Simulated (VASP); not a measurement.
**KTmH4: single point with PBE**

The system is KTmH4.

```xyz
12
Lattice="5.3737 0.0000 0.0000 -2.5594 5.0065 0.0000 -0.1449 -2.5537 6.3342" Properties=species:S:1:pos:R:3 pbc="T T T"
K     2.6288    1.3763    3.6556
K     0.9530    4.2455    0.3612
Tm   -0.1894    3.2377    3.5263
Tm    0.7566    1.1291    0.3347
H    -1.1102    2.2481    5.2676
H     1.5984    3.6143    2.6161
H     0.0347    1.2702    3.5749
H     2.4160    2.1397    0.5090
H     4.1098   -1.6394    5.0217
H     1.6290   -0.2271    1.8926
H     1.2103   -0.5361    4.8848
H    -0.5352    2.2767    1.6098
```

```yaml
Program: VASP 6.6.1
Task: single point
Functional: PBE
Potentials_or_basis: VASP PAW PBE potentials, release 64 (K_sv, Tm_3, H), 4f in core
Cutoff: 500 eV
k_mesh: 4 × 4 × 4
Occupations: gaussian, width 0.1 eV
Spin: no spin polarisation
```

```yaml
Pressure: 2.6 GPa
Largest_force: 0.303 eV/Å
Band_gap_on_the_k_mesh: 2.23 eV
```

Forces on the atoms (eV/Å):
```
K    0.069 -0.045 -0.277
K    0.067 -0.112 -0.120
Tm  -0.143  0.065  0.000
Tm  -0.189 -0.118  0.205
H   -0.119  0.042  0.090
H    0.002  0.034  0.059
H    0.056  0.012 -0.001
H    0.112 -0.043  0.220
H    0.170 -0.058  0.219
H   -0.066  0.021 -0.113
H    0.005  0.026 -0.126
H    0.036  0.177 -0.156
```

Stress tensor (GPa, compression positive):
```
 2.64  1.51 -1.14
 1.51  6.47  0.78
-1.14  0.78 -1.39
```

Levels at points of the mesh, in eV from the valence-band top:
```csv
k point,band 19,band 20,band 21,band 22,band 23,band 24,band 25,band 26
"(0.00, 0.00, 0.00)",-1.53,-1.35,-0.72,-0.40,2.71,2.82,3.44,3.66
"(0.50, 0.00, 0.00)",-1.40,-1.12,-0.64,-0.41,2.74,2.94,3.09,3.73
"(0.00, 0.50, 0.00)",-1.56,-1.52,-0.38,0.00,2.23,2.98,3.11,3.54
"(0.50, 0.50, 0.00)",-1.55,-1.39,-0.41,-0.14,2.52,2.86,3.29,3.65
"(0.00, 0.00, 0.50)",-1.40,-1.08,-0.58,-0.26,2.63,2.89,3.64,3.77
"(0.50, 0.00, 0.50)",-1.57,-1.31,-0.91,-0.03,2.92,3.07,3.23,3.58
"(0.00, 0.50, 0.50)",-1.61,-1.02,-0.69,-0.60,2.55,2.90,3.41,3.64
"(0.50, 0.50, 0.50)",-1.79,-1.23,-0.66,-0.37,2.28,3.04,3.17,3.31
```

Wall time 4 min on 1 thread of Intel(R) Xeon(R) Platinum 8559C (Emerald Rapids), with other jobs on the host, peak memory 0.36 GiB.

Caveat: the stress differs along the axes, from -1 to 6 GPa; spin-orbit coupling is left out, which moves the levels of the heavy elements; the 4f electrons are frozen in the core, so they carry no moment and show no levels. A k mesh can miss the band edges.
